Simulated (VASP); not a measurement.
A run of VASP 6.6.1 is set up as follows.

INCAR

```
  PREC = Accurate
  ENCUT = 520
  EDIFF = 1E-7
  ISMEAR = 0
  SIGMA = 0.3
  LREAL = False
  LASPH = True
  NELM = 80
  ALGO = Normal
  ISIF = 2
  LWAVE = False
  LCHARG = True
  GGA = PS
  LELF = True
  LVHAR = True
  NBANDS = 28
```

Contents of KPOINTS:

```
Automatic mesh
0
Gamma
  6 6 6
```

POSCAR

```
LaPd3
1.0
    4.2280000000      0.0000000000      0.0000000000
    0.0000000000      4.2280000000      0.0000000000
    0.0000000000      0.0000000000      4.2280000000
La Pd
1 3
Direct
    0.0000000000      0.0000000000      0.0000000000
    0.0000000000      0.5000000000      0.5000000000
    0.5000000000      0.0000000000      0.5000000000
    0.5000000000      0.5000000000      0.0000000000
```

Potentials or basis: VASP PAW PBE potentials, release 64 (La, Pd).

Launch:

```console
$ cat potpaw_PBE.64/La/POTCAR potpaw_PBE.64/Pd/POTCAR > POTCAR
$ mpirun -np 1 vasp_std > vasp.out
```

Q: Estimate the pressure.

A: -6.1 GPa.

Caveat: the PAW data sets were made with another functional, which shifts forces and pressure a little.
